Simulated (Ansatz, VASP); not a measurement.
# SiC5 in VASP and in Ansatz

INCAR

```
SYSTEM = SiC5
  PREC = Accurate
  ENCUT = 520
  EDIFF = 1E-7
  ISMEAR = 0
  SIGMA = 0.1
  LREAL = .FALSE.
  LASPH = .TRUE.
  NELM = 60
  ALGO = Normal
  ISIF = 2
  LWAVE = .FALSE.
  LCHARG = .FALSE.
  GGA = PE
  NBANDS = 21
```

KPOINTS

```
regular mesh
0
G
  6 6 4
  0 0 0
```

POSCAR

```
SiC5
1.0
    5.1401796900      0.0000000000      0.0000000000
   -2.5700898500      4.4515261900      0.0000000000
    0.0000000000      0.0000000000      4.6189359900
Si C
1 5
Direct
    0.0000000000      0.0000000000      0.5000000000
    0.0000000000      0.6383360000      0.0000000000
    0.6383360000      0.0000000000      0.0000000000
    0.3616640000      0.3616640000      0.0000000000
    0.6666666700      0.3333333300      0.5000000000
    0.3333333300      0.6666666700      0.5000000000
```

Input for Ansatz:

```yaml
crystal:
  lattice:
    - [5.14017969, 0.0, 0.0]
    - [-2.57008985, 4.45152619, 0.0]
    - [0.0, 0.0, 4.61893599]
  atoms:
    - { symbol: Si, position: [0.0, 0.0, 0.5] }
    - { symbol: C, position: [0.0, 0.638336, 0.0] }
    - { symbol: C, position: [0.638336, 0.0, 0.0] }
    - { symbol: C, position: [0.361664, 0.361664, 0.0] }
    - { symbol: C, position: [0.66666667, 0.33333333, 0.5] }
    - { symbol: C, position: [0.33333333, 0.66666667, 0.5] }
basis:
  ecutwfc: 420
kpoints:
  mp_grid: { grid: [6, 6, 4] }
hamiltonian:
  xc: pbe
scf:
  occupations: { method: gaussian, width: 0.1 }
  lower_state_search: "off"
output:
  forces: true
  stress: true
  eigenvalues: true
```

Change from the starting cell: species swapped into the YMg5 type (P-62m, No. 189).

Alike in both runs: task single point; functional PBE; k mesh 6 × 6 × 4; occupations gaussian, width 0.1 eV; no spin polarisation.

|  | VASP | Ansatz |
| --- | --- | --- |
| version | VASP 6.6.1 | Ansatz 0.2.0 |
| potentials or method | VASP PAW PBE potentials, release 64 (Si, C), cutoff 520 eV | scalar-relativistic, plane waves, PAW |
| valence electrons in the cell | 24 | 24 |

VASP gave:

| Property | Result |
| --- | --- |
| gap on the k mesh at the Fermi level (eV) | none |
| pressure (GPa) | -24.1 |
| traceless stress, the component that is largest in VASP (GPa) | -1.69 |
| rms of the force components (eV/Å) | 0.071 |

**Question.** What did Ansatz give for the same quantities?

**Answer.** gap on the k mesh at the Fermi level (eV): none; pressure (GPa): -24.1; traceless stress, the component that is largest in VASP (GPa): -1.69; rms of the force components (eV/Å): 0.070.

Atom by atom the forces differ by 0.001 eV/Å (rms over components). A gap of «none» marks a metal or a gap that the smearing closes.
